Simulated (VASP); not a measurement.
## C: electric field gradients with PBE

Crystal: C.

```
CELL_PARAMETERS angstrom
0.00000 1.78340 1.78340
1.78340 0.00000 1.78340
1.78340 1.78340 0.00000
ATOMIC_POSITIONS crystal
C 0.50000 0.50000 0.50000
C 0.75000 0.75000 0.75000
```

```json
{"Program": "VASP 6.6.1", "Task": "electric field gradients", "Functional": "PBE", "Potentials or basis": "VASP PAW PBE potentials, release 64 (C)", "Cutoff": "520 eV", "k mesh": "20 × 20 × 20", "Occupations": "fermi-dirac, width 0.08 eV", "Spin": "no spin polarisation", "Dipole correction": "no", "Further INCAR settings": "ALGO = Normal; EDIFF = 1e-08; NBANDS = 11"}
```

* Pressure: 2.4 GPa
* Band gap on the k mesh: 4.13 eV (least direct gap 5.59 eV)
* Largest electric field gradient by atom: zero within the noise of the run

Levels at points of the mesh, in eV from the valence-band top:
```
           k point  band 1  band 2  band 3  band 4  band 5  band 6  band 7  band 8
(0.00, 0.00, 0.00)  -21.48    0.00    0.00    0.00    5.59    5.59    5.59   13.33
(0.50, 0.00, 0.00)  -15.70  -13.37   -2.80   -2.80    8.46    8.46    8.85   15.70
(0.50, 0.50, 0.00)  -12.76  -12.76   -6.30   -6.30    4.76    4.76   16.81   16.81
```

Run time: 65 s on 1 thread of AMD EPYC 7R13 (shared host), peak memory 0.11 GiB.

A k mesh can miss the band edges. A hybrid or GW would open this gap; PBE tends to underestimate it.
